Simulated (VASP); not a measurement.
# TaN (P6_3mc) in VASP: notebook

The runs below take TaN through single point, with PBE.

All numbers are computed with VASP 6.6.1; they aren't measurements. Logs are shortened: lines on timing, memory, paths and dates and some standing lists are left out, and cuts for length are marked.

**1. The cell of the first run**

The structure is hexagonal, space group P6_3mc (No. 186). Conventional cell: a = 3.066 Å, b = 3.066 Å, c = 6.066 Å, α = 90.00°, β = 90.00°, γ = 120.00°. Within 2.6 Å of Ta (site symmetry 3m) lie 4 N at 1.95 to 2.08 Å. Within 2.6 Å of N (site symmetry 3m) lie 4 Ta at 1.95 to 2.08 Å.

**2. Single point, PBE (volume scaled by 0.94, then relaxed in part)**

INCAR reads:

```
PREC     = Accurate       # precision mode
ENCUT    = 520            # plane-wave cutoff, eV
EDIFF    = 1E-6           # SCF threshold, eV
ISMEAR   = 0              # smearing method
SIGMA    = 0.1            # smearing width, eV
LREAL    = False          # projectors in reciprocal space
LASPH    = True           # aspherical terms in the spheres
NELM     = 80             # most SCF steps
ALGO     = Normal         # electronic algorithm
ISIF     = 2              # what is computed and relaxed
LWAVE    = False          # write WAVECAR
LCHARG   = False          # write CHGCAR
GGA      = PE             # functional
NBANDS   = 24             # bands
```

KPOINTS reads:

```
regular mesh
0
Gamma
  18 18 8
```

POSCAR reads:

```
TaN
1.0
    3.0656317053      0.0000000000      0.0000000000
   -1.5328158527      2.6549149354      0.0000000000
    0.0000000000      0.0000000000      6.0661921314
Ta N
2 2
Direct
    0.3333333333      0.6666666667      0.0320342213
    0.6666666667      0.3333333333      0.5320342213
    0.3333333333      0.6666666667      0.3529657787
    0.6666666667      0.3333333333      0.8529657787
```

Potentials or basis: VASP PAW PBE potentials, release 64 (Ta_pv, N).

Run with:

```
cat potpaw_PBE.64/Ta_pv/POTCAR potpaw_PBE.64/N/POTCAR > POTCAR
mpirun -np 1 vasp_std > vasp.out
```

OUTCAR:

```text
PREC = Accurate
   ENCUT = 520
   EDIFF = 1E-6
   ISMEAR = 0
   LREAL = False
   LASPH = True
   NELM = 80
   ISIF = 2
   GGA = PE

 ion  position               nearest neighbor table
   1  0.333  0.667  0.032-   3 1.95   4 2.08   4 2.08   4 2.08   2 3.51   2 3.51   2 3.51   2 3.51
                             2 3.51   2 3.51
   2  0.667  0.333  0.532-   4 1.95   3 2.08   3 2.08   3 2.08   1 3.51   1 3.51   1 3.51   1 3.51
                             1 3.51   1 3.51
   3  0.333  0.667  0.353-   1 1.95   2 2.08   2 2.08   2 2.08
   4  0.667  0.333  0.853-   2 1.95   1 2.08   1 2.08   1 2.08

  LATTYP: Found a hexagonal cell.
 ALAT       =     3.0656317053
 C/A-ratio  =     1.9787739411

  Lattice vectors:

 A1 = (   3.0656317053,   0.0000000000,   0.0000000000)
 A2 = (  -1.5328158527,   2.6549149354,   0.0000000000)
 A3 = (   0.0000000000,   0.0000000000,   6.0661921314)

Analysis of symmetry for initial positions (statically):
=====================================================================
 Subroutine PRICEL returns:
 Original cell was already a primitive cell.

 Routine SETGRP: Setting up the symmetry group for a
 hexagonal supercell.

 Subroutine GETGRP returns: Found 12 space group operations
 (whereof  6 operations were pure point group operations)
 out of a pool of 24 trial point group operations.

The static configuration has the point symmetry C_3v.
 The point group associated with its full space group is C_6v.

Analysis of symmetry for dynamics (positions and initial velocities):
=====================================================================
 Subroutine PRICEL returns:
 Original cell was already a primitive cell.

 Routine SETGRP: Setting up the symmetry group for a
 hexagonal supercell.

 Subroutine GETGRP returns: Found 12 space group operations
 (whereof  6 operations were pure point group operations)
 out of a pool of 24 trial point group operations.

The dynamic configuration has the point symmetry C_3v.
 The point group associated with its full space group is C_6v.

 Subroutine INISYM returns: Found 12 space group operations
 (whereof  6 operations are pure point group operations),
 and found     1 'primitive' translations

----------------------------------------------------------------------------------------

                                     Primitive cell
[... 93 lines left out ...]
   ENCUT  =  520.0 eV  38.22 Ry    6.18 a.u.   5.70  5.70 11.28*2*pi/ulx,y,z
   NELM   =     80;   NELMIN=  2; NELMDL= -5     # of ELM steps
   EDIFF  = 0.1E-05   stopping-criterion for ELM
   LREAL  =      F    real-space projection
   EDIFFG = 0.1E-04   stopping-criterion for IOM
   NSW    =      0    number of steps for IOM
   IBRION =     -1    ionic relax: 0-MD 1-quasi-New 2-CG
   NFREE  =      0    steps in history (QN), initial steepest desc. (CG)
   ISIF   =      2    stress and relaxation
   ISYM   =      2    0-nonsym 1-usesym 2-fastsym
   POTIM  = 0.5000    time-step for ionic-motion
   TEBEG  =    0.0;   TEEND  =   0.0 temperature during run
   PSTRESS=    0.0 pullay stress
   NELECT =      32.0000    total number of electrons
   NUPDOWN=      -1.0000    fix difference up-down
   EMIN   =  10.00;   EMAX   =-10.00  energy-range for DOS
   EFERMI =   0.00;   METHOD = LEGACY
   ISMEAR =     0;   SIGMA  =   0.10  broadening in eV -4-tet -1-fermi 0-gaus
   EFERMI_NEDOS =   21; number of points for ismear=-14 and -15
   IALGO  =     38    algorithm
   IMIX   =      4    mixing-type and parameters
     AMIX     =   0.40;   BMIX     =  1.00
     AMIX_MAG =   1.60;   BMIX_MAG =  1.00
  volume/ion in A,a.u.               =      12.34        83.30
  Fermi-wavevector in a.u.,A,eV,Ry     =   1.416759  2.677286 27.309687  2.007205
  Thomas-Fermi vector in A             =   2.538060
   LORBIT       =      0    0 simple, 1 ext, 2 COOP (PROOUT), +10 PAW based schemes
   GGA     = PE    functional components
   LHFCALC =     F    Hartree Fock is set to
   AEXX    =    0.0000 exact exchange contribution
   IVDW    =     0    specifies the selected vdW correction
   LEPSILON=     F    determine dielectric tensor
   LRPA    =     F    only Hartree local field effects (RPA)
 non-spin polarized calculation
 Gauss-broadening in eV      SIGMA  =   0.10
  energy-cutoff  :      520.00
  volume of cell :       49.37
 maximum number of plane-waves:      1348
 NGX is ok and might be reduce to    24
   NGX = 11   NGY = 11   NGZ = 23

 number of electron      32.0000004 magnetization

 Free energy of the ion-electron system (eV)
  ---------------------------------------------------
  ext. energy  EPLUGINS =         0.00000000
  ---------------------------------------------------
  free energy    TOTEN  =       -43.21000362 eV

  energy without entropy =      -43.20609429  energy(sigma->0) =      -43.20804896

 E-fermi :   6.9943     XC(G=0): -12.4266

 val. band max:        6.9910577455   @ k =   0.0556  -0.0000   0.3750
 cond. band min:       7.0058276352   @ k =   0.1111  -0.0000   0.5000
 fundamental gap:      0.0147698898
 Fermi energy:         6.9943416837

 k-point     1 :       0.0000    0.0000    0.0000
  band No.  band energies     occupation
      1     -28.5758      2.00000
      2     -28.1784      2.00000
      3     -27.8473      2.00000
      4     -27.8473      2.00000
      5     -27.8162      2.00000
      6     -27.8162      2.00000
[... 637 lines left out ...]
     23      12.6957      0.00000
     24      13.4826      0.00000

 [... further k-points ...]

------------------------ aborting loop because EDIFF is reached ----------------------------------------

  FORCE on cell =-STRESS in cart. coord.  units (eV):
  Direction    XX          YY          ZZ          XY          YZ          ZX
  --------------------------------------------------------------------------------------
  -------------------------------------------------------------------------------------
  Total        5.2754991      5.2754991      5.5120915     -0.0000000     -0.0000000      0.0000000
  in kB      171.1935449    171.1935449    178.8711288     -0.0000000     -0.0000000      0.0000000
  external PRESSURE =     173.7527395 kB  Pullay stress =       0.0000000 kB

 VOLUME and BASIS-vectors are now :
 -----------------------------------------------------------------------------
  energy-cutoff  :      520.00
  volume of cell :       49.37
      direct lattice vectors                 reciprocal lattice vectors
     3.065631705  0.000000000  0.000000000     0.326197044  0.188329951  0.000000000
    -1.532815853  2.654914935  0.000000000     0.000000000  0.376659902  0.000000000
     0.000000000  0.000000000  6.066192131     0.000000000  0.000000000  0.164848059

 POSITION                                       TOTAL-FORCE (eV/Angst)
 -----------------------------------------------------------------------------------
     -0.00000      1.76994      0.19433        -0.000000      0.000000     -0.024277
      1.53282      0.88497      3.22742         0.000000      0.000000     -0.024277
     -0.00000      1.76994      2.14116        -0.000000      0.000000      0.024277
      1.53282      0.88497      5.17425         0.000000     -0.000000      0.024277
 -----------------------------------------------------------------------------------
    total drift:                               -0.000000      0.000000      0.000195

  FREE ENERGIE OF THE ION-ELECTRON SYSTEM (eV)
  ---------------------------------------------------
  free  energy   TOTEN  =       -43.2100036175 eV

  energy  without entropy=      -43.2060942938  energy(sigma->0) =      -43.20804896
```

OSZICAR:

```text
N       E                     dE             d eps       ncg     rms          rms(c)
DAV:   1     0.270985770248E+03    0.27099E+03   -0.17584E+04  8880   0.138E+03
DAV:   2    -0.362287695513E+02   -0.30721E+03   -0.29278E+03 10760   0.403E+02
DAV:   3    -0.497824221048E+02   -0.13554E+02   -0.13375E+02 11080   0.831E+01
DAV:   4    -0.499405835456E+02   -0.15816E+00   -0.15792E+00 10320   0.952E+00
DAV:   5    -0.499428402348E+02   -0.22567E-02   -0.22554E-02 11440   0.966E-01    0.369E+01
DAV:   6    -0.435007979015E+02    0.64420E+01   -0.28518E+01 10800   0.357E+01    0.147E+01
DAV:   7    -0.432650274794E+02    0.23577E+00   -0.16296E+00 10456   0.891E+00    0.981E+00
DAV:   8    -0.432160340641E+02    0.48993E-01   -0.18835E-01 11104   0.354E+00    0.137E+00
DAV:   9    -0.432100472686E+02    0.59868E-02   -0.20248E-02 10976   0.891E-01    0.195E-01
DAV:  10    -0.432100294076E+02    0.17861E-04   -0.13135E-03 10776   0.325E-01    0.662E-02
DAV:  11    -0.432100025313E+02    0.26876E-04   -0.12836E-04 11088   0.851E-02    0.118E-02
DAV:  12    -0.432100036147E+02   -0.10834E-05   -0.95195E-06 10344   0.243E-02    0.291E-03
DAV:  13    -0.432100036175E+02   -0.27603E-08   -0.38780E-07  6968   0.526E-03
   1 F= -.43210004E+02 E0= -.43208049E+02  d E =-.390932E-02
```

stdout:

```text
POSCAR found type information on POSCAR TaN
 POSCAR found :  2 types and       4 ions
 scaLAPACK will be used
 LDA part: xc-table for (Slater+PW92), standard interpolation
 POSCAR, INCAR and KPOINTS ok, starting setup
 FFT: planning ... GRIDC
 FFT: planning ... GRID_SOFT
 FFT: planning ... GRID
 WAVECAR not read
 entering main loop
```

It took 1.8 min on 1 thread of Intel Xeon Platinum 8259CL at 2.50GHz (Skylake/Cascade Lake), shared host; peak memory 0.31 GiB.

Results:

* Free energy: -43.2100 eV
* Pressure: 17.4 GPa
* Largest force: 0.024 eV/Å
* Band gap on the k mesh: zero (band 16 reaches 7.11 eV, above the bottom of band 17 at 6.78 eV)

Forces in eV/Å, atoms in the order of the input:
```
Ta   0.000  0.000 -0.024
Ta   0.000  0.000 -0.024
N    0.000  0.000  0.024
N    0.000  0.000  0.024
```

Stress tensor (GPa, compression positive):
```
17.12  0.00  0.00
 0.00 17.12  0.00
 0.00  0.00 17.89
```

Caveat: spin-orbit coupling is left out, which moves the levels of the heavy elements.

[end of part 1 of 2]
